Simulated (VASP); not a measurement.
# ScAl3 (w002) (Pm-3m) in VASP: further runs

Runs on ScAl3 (w002). Level: PBE. Tasks: single point, relaxation of cell and atoms.

Program: VASP 6.6.1. These are calculated values, not measurements. Logs are shortened: lines on timing, memory, paths and dates and some standing lists are left out, and cuts for length are marked.

## Step 1: The cell of the first run

It takes space group Pm-3m (No. 221, cubic). The conventional cell has a = 4.106 Å, b = 4.106 Å, c = 4.106 Å, α = 90.00°, β = 90.00°, γ = 90.00°. Sc (site symmetry m-3m) has 12 Al at 2.90 Å within 3.8 Å. Within 3.8 Å of Al (site symmetry 4/mmm) lie 4 Sc at 2.90 Å and 8 Al at 2.90 Å.

## Step 2: Single point, PBE

Contents of INCAR:

```
ALGO = Normal ; EDIFF = 1E-7
ENCUT = 520 ; GGA = PE
ISIF = 2 ; ISMEAR = 0
LASPH = True ; LCHARG = False
LREAL = False ; LWAVE = False
NBANDS = 18 ; NELM = 100
PREC = Accurate ; SIGMA = 0.03
```

Contents of KPOINTS:

```
k-points
0
Gamma
  14 14 14
```

Contents of POSCAR:

```
ScAl3
1.0
    4.1058934499      0.0000000000      0.0000000000
    0.0000000000      4.1058934499      0.0000000000
    0.0000000000      0.0000000000      4.1058934499
Sc Al
1 3
Direct
    0.0000000000      0.0000000000      0.0000000000
    0.5000000000      0.0000000000      0.5000000000
    0.0000000000      0.5000000000      0.5000000000
    0.5000000000      0.5000000000      0.0000000000
```

Potentials or basis: VASP PAW PBE potentials, release 64 (Sc_sv, Al).

The run is started by

```console
cat potpaw_PBE.64/Sc_sv/POTCAR potpaw_PBE.64/Al/POTCAR > POTCAR
mpirun -np 1 vasp_std > vasp.out
```

OUTCAR:

```text
EDIFF = 1E-7
   ENCUT = 520
   GGA = PE
   ISIF = 2
   ISMEAR = 0
   LASPH = True
   LREAL = False
   NELM = 100
   PREC = Accurate

 ion  position               nearest neighbor table
   1  0.000  0.000  0.000-   2 2.90   3 2.90   4 2.90   2 2.90   3 2.90   3 2.90   4 2.90   3 2.90
                             2 2.90   4 2.90   2 2.90   4 2.90
   2  0.500  0.000  0.500-   1 2.90   3 2.90   4 2.90   1 2.90   4 2.90   3 2.90   4 2.90   4 2.90
                             1 2.90   3 2.90   1 2.90   3 2.90
   3  0.000  0.500  0.500-   1 2.90   2 2.90   4 2.90   1 2.90   4 2.90   1 2.90   2 2.90   1 2.90
                             2 2.90   4 2.90   4 2.90   2 2.90
   4  0.500  0.500  0.000-   1 2.90   2 2.90   3 2.90   2 2.90   3 2.90   1 2.90   2 2.90   2 2.90
                             1 2.90   3 2.90   3 2.90   1 2.90

  LATTYP: Found a simple cubic cell.
 ALAT       =     4.1058934499

  Lattice vectors:

 A1 = (   4.1058934499,   0.0000000000,   0.0000000000)
 A2 = (   0.0000000000,   4.1058934499,   0.0000000000)
 A3 = (   0.0000000000,   0.0000000000,   4.1058934499)

Analysis of symmetry for initial positions (statically):
=====================================================================
 Subroutine PRICEL returns:
 Original cell was already a primitive cell.

 Routine SETGRP: Setting up the symmetry group for a
 simple cubic supercell.

 Subroutine GETGRP returns: Found 48 space group operations
 (whereof 48 operations were pure point group operations)
 out of a pool of 48 trial point group operations.

The static configuration has the point symmetry O_h .

Analysis of symmetry for dynamics (positions and initial velocities):
=====================================================================
 Subroutine PRICEL returns:
 Original cell was already a primitive cell.

 Routine SETGRP: Setting up the symmetry group for a
 simple cubic supercell.

 Subroutine GETGRP returns: Found 48 space group operations
 (whereof 48 operations were pure point group operations)
 out of a pool of 48 trial point group operations.

The dynamic configuration has the point symmetry O_h .

 Subroutine INISYM returns: Found 48 space group operations
 (whereof 48 operations are pure point group operations),
 and found     1 'primitive' translations

----------------------------------------------------------------------------------------

                                     Primitive cell

  volume of cell :      69.2186

  direct lattice vectors                    reciprocal lattice vectors
[... 89 lines left out ...]
   ENCUT  =  520.0 eV  38.22 Ry    6.18 a.u.   7.63  7.63  7.63*2*pi/ulx,y,z
   NELM   =    100;   NELMIN=  2; NELMDL= -5     # of ELM steps
   EDIFF  = 0.1E-06   stopping-criterion for ELM
   LREAL  =      F    real-space projection
   EDIFFG = 0.1E-05   stopping-criterion for IOM
   NSW    =      0    number of steps for IOM
   IBRION =     -1    ionic relax: 0-MD 1-quasi-New 2-CG
   NFREE  =      0    steps in history (QN), initial steepest desc. (CG)
   ISIF   =      2    stress and relaxation
   ISYM   =      2    0-nonsym 1-usesym 2-fastsym
   POTIM  = 0.5000    time-step for ionic-motion
   TEBEG  =    0.0;   TEEND  =   0.0 temperature during run
   PSTRESS=    0.0 pullay stress
   NELECT =      20.0000    total number of electrons
   NUPDOWN=      -1.0000    fix difference up-down
   EMIN   =  10.00;   EMAX   =-10.00  energy-range for DOS
   EFERMI =   0.00;   METHOD = LEGACY
   ISMEAR =     0;   SIGMA  =   0.03  broadening in eV -4-tet -1-fermi 0-gaus
   EFERMI_NEDOS =   21; number of points for ismear=-14 and -15
   IALGO  =     38    algorithm
   IMIX   =      4    mixing-type and parameters
     AMIX     =   0.40;   BMIX     =  1.00
     AMIX_MAG =   1.60;   BMIX_MAG =  1.00
  volume/ion in A,a.u.               =      17.30       116.78
  Fermi-wavevector in a.u.,A,eV,Ry     =   1.082290  2.045232 15.937220  1.171353
  Thomas-Fermi vector in A             =   2.218328
   LORBIT       =      0    0 simple, 1 ext, 2 COOP (PROOUT), +10 PAW based schemes
   GGA     = PE    functional components
   LHFCALC =     F    Hartree Fock is set to
   AEXX    =    0.0000 exact exchange contribution
   IVDW    =     0    specifies the selected vdW correction
   LEPSILON=     F    determine dielectric tensor
   LRPA    =     F    only Hartree local field effects (RPA)
 non-spin polarized calculation
 Gauss-broadening in eV      SIGMA  =   0.03
  energy-cutoff  :      520.00
  volume of cell :       69.22
 maximum number of plane-waves:      1888
 NGX is ok and might be reduce to    32
   NGX = 15   NGY = 15   NGZ = 15

 number of electron      19.9999997 magnetization

 Free energy of the ion-electron system (eV)
  ---------------------------------------------------
  ext. energy  EPLUGINS =         0.00000000
  ---------------------------------------------------
  free energy    TOTEN  =       -19.30041000 eV

  energy without entropy =      -19.30002471  energy(sigma->0) =      -19.30021736

 E-fermi :   7.1952     XC(G=0): -10.3654

 val. band max:        7.1735097686   @ k =   0.2857   0.2857   0.0000
 cond. band min:       7.1953269321   @ k =   0.5000   0.2857   0.2143
 fundamental gap:      0.0218171635
 Fermi energy:         7.1952047418

 k-point     1 :       0.0000    0.0000    0.0000
  band No.  band energies     occupation
      1     -41.8658      2.00000
      2     -20.5640      2.00000
      3     -20.5640      2.00000
      4     -20.5640      2.00000
      5      -2.8070      2.00000
      6       4.5490      2.00000
[... 481 lines left out ...]
      5      -1.3034      2.00000
      6       1.2570      2.00000
[... 10 lines left out ...]
     17      11.9654      0.00000
     18      12.5097      0.00000

 [... further k-points ...]
[... 5 lines left out ...]
  --------------------------------------------------------------------------------------
  -------------------------------------------------------------------------------------
  Total        0.0039457      0.0039457      0.0039457     -0.0000000      0.0000000     -0.0000000
  in kB        0.0913293      0.0913293      0.0913293     -0.0000000      0.0000000     -0.0000000
  external PRESSURE =       0.0913293 kB  Pullay stress =       0.0000000 kB

 VOLUME and BASIS-vectors are now :
 -----------------------------------------------------------------------------
  energy-cutoff  :      520.00
  volume of cell :       69.22
      direct lattice vectors                 reciprocal lattice vectors
     4.105893450  0.000000000  0.000000000     0.243552350  0.000000000  0.000000000
     0.000000000  4.105893450  0.000000000     0.000000000  0.243552350  0.000000000
     0.000000000  0.000000000  4.105893450     0.000000000  0.000000000  0.243552350

 POSITION                                       TOTAL-FORCE (eV/Angst)
 -----------------------------------------------------------------------------------
      0.00000      0.00000      0.00000         0.000000      0.000000      0.000000
      2.05295      0.00000      2.05295         0.000000      0.000000      0.000000
      0.00000      2.05295      2.05295         0.000000      0.000000      0.000000
      2.05295      2.05295      0.00000         0.000000      0.000000      0.000000
 -----------------------------------------------------------------------------------
    total drift:                                0.000000      0.000000      0.000000

  FREE ENERGIE OF THE ION-ELECTRON SYSTEM (eV)
  ---------------------------------------------------
  free  energy   TOTEN  =       -19.3004099977 eV

  energy  without entropy=      -19.3000247143  energy(sigma->0) =      -19.30021736
```

Run time: 60 s. Hardware: 1 thread of Intel Xeon 6975P-C (Granite Rapids), shared host; peak memory 0.27 GiB.

Results:

| Quantity | Value |
| --- | --- |
| Free energy | -19.3004 eV |
| Pressure | 0.0 GPa |
| Band gap on the k mesh | zero (band 10 reaches 8.12 eV, above the bottom of band 11 at 4.21 eV) |

Levels at points of the mesh, in eV from the Fermi level:
```tsv
k point	band 6	band 7	band 8	band 9	band 10	band 11	band 12	band 13	band 14	band 15
(0.00, 0.00, 0.00)	-2.65	-2.65	-1.85	-1.85	-1.85	1.23	1.26	1.26	1.26	4.63
(0.50, 0.00, 0.00)	-7.32	-1.74	-1.74	-1.49	0.75	0.94	0.94	1.32	1.58	2.11
(0.50, 0.50, 0.00)	-5.66	-5.66	-4.37	-0.57	-0.57	1.16	1.32	2.02	2.43	3.35
(0.50, 0.50, 0.50)	-4.82	-4.82	-4.47	-2.99	-2.99	-2.99	0.89	2.54	2.54	3.93
```

## Step 3: Relaxation of cell and atoms, PBE

This run uses another cell than the first one, of 17.08 Å³/atom, 0.987 times its volume.

Contents of INCAR:

```
PREC = Accurate ; ENCUT = 600
EDIFF = 1E-6 ; ISMEAR = 0
SIGMA = 0.03 ; LREAL = False
LASPH = True ; NELM = 100
ALGO = Normal ; ISIF = 3
LWAVE = False ; LCHARG = False
GGA = PE ; IBRION = 2
NSW = 100 ; EDIFFG = -0.002
```

Contents of KPOINTS:

```
regular mesh
0
Gamma
  14 14 14
```

Contents of POSCAR:

```
ScAl3
1.0
    4.0878065700      0.0000000000      0.0000000000
    0.0000000000      4.0878065700      0.0000000000
    0.0000000000      0.0000000000      4.0878065700
Sc Al
1 3
Direct
    0.0000000000      0.0000000000      0.0000000000
    0.5000000000      0.0000000000      0.5000000000
    0.0000000000      0.5000000000      0.5000000000
    0.5000000000      0.5000000000      0.0000000000
```

Potentials or basis: VASP PAW PBE potentials, release 64 (Sc_sv, Al).

The run is started by

```console
cat potpaw_PBE.64/Sc_sv/POTCAR potpaw_PBE.64/Al/POTCAR > POTCAR
mpirun -np 1 vasp_std > vasp.out
```

Run time: 2.5 min. Hardware: 1 thread of Intel Xeon 6975P-C (Granite Rapids), shared host; peak memory 0.31 GiB.

Results (log left out):

```yaml
Free_energy: -19.3011 eV
Relaxed_volume: 17.31 Å³/atom
Relaxed_cell: a = 4.106 Å, b = 4.106 Å, c = 4.106 Å, α = 90.00°, β = 90.00°, γ = 90.00°
Space_group_after_relaxing_to_0.05_Å: Pm-3m (No. 221)
Energy_gained_by_relaxing: 0.9 meV/atom
Ionic_steps: 3
Pressure_after_relaxing: 0.0 GPa
Band_gap_on_the_k_mesh: zero (band 10 reaches 8.12 eV, above the bottom of band 11 at 4.21 eV)
```

Step by step:
```tsv
step	energy change (eV)	largest force (eV/Å)	pressure (GPa)	volume (Å³)
1	0.0000	0.0000	1.22	68.31
2	-0.0030	0.0000	-0.46	69.60
3	-0.0035	0.0000	0.00	69.24
```

Final structure:
```cif
data_structure
_symmetry_space_group_name_H-M 'P 1'
_symmetry_Int_Tables_number 1
_cell_length_a 4.1063
_cell_length_b 4.1063
_cell_length_c 4.1063
_cell_angle_alpha 90.000
_cell_angle_beta 90.000
_cell_angle_gamma 90.000
_cell_volume 69.24
loop_
_atom_site_label
_atom_site_type_symbol
_atom_site_fract_x
_atom_site_fract_y
_atom_site_fract_z
_atom_site_occupancy
Sc1 Sc 0.00000 0.00000 0.00000 1
Al1 Al 0.50000 0.00000 0.50000 1
Al2 Al 0.00000 0.50000 0.50000 1
Al3 Al 0.50000 0.50000 0.00000 1
```

Levels at points of the mesh, in eV from the Fermi level:
```
           k point  band 6  band 7  band 8  band 9  band 10  band 11  band 12  band 13  band 14
(0.00, 0.00, 0.00)   -2.65   -2.65   -1.85   -1.85    -1.85     1.23     1.26     1.26     1.26
(0.50, 0.00, 0.00)   -7.32   -1.74   -1.74   -1.49     0.75     0.94     0.94     1.32     1.58
(0.50, 0.50, 0.00)   -5.65   -5.65   -4.37   -0.57    -0.57     1.16     1.32     2.02     2.43
(0.50, 0.50, 0.50)   -4.82   -4.82   -4.46   -2.99    -2.99    -2.99     0.89     2.54     2.54
```

[end of part 1 of 2]
